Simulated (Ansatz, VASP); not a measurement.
**One calculation of Zn, two programs**

```
Zn
1.0
     2.61040    0.00000    0.00000
    -1.30520    2.26067    0.00000
     0.00000    0.00000    4.84572
Zn
2
Direct
  0.33333 0.66667 0.25000
  0.66667 0.33333 0.75000
```

Change from the starting cell: volume scaled by 0.94.

Alike in both runs: task single point; functional PBEsol; k mesh 16 × 16 × 8; occupations fermi-dirac, width 0.03 eV; no spin polarisation.

```csv
,VASP,Ansatz
version,VASP 6.6.1,Ansatz 0.2.0
potentials or method,"VASP PAW PBE potentials, release 64 (Zn), cutoff 520 eV","all-electron LAPW, scalar-relativistic"
```

```tsv
	VASP	Ansatz	Ansatz less VASP
pressure (GPa)	-0.3	-0.8	-0.45
traceless stress, the component that is largest in VASP (GPa)	-1.03	-0.88	+0.149
```

VASP's potentials were made for PBE, not for PBEsol. Ansatz ran all-electron here, and VASP with PAW potentials.
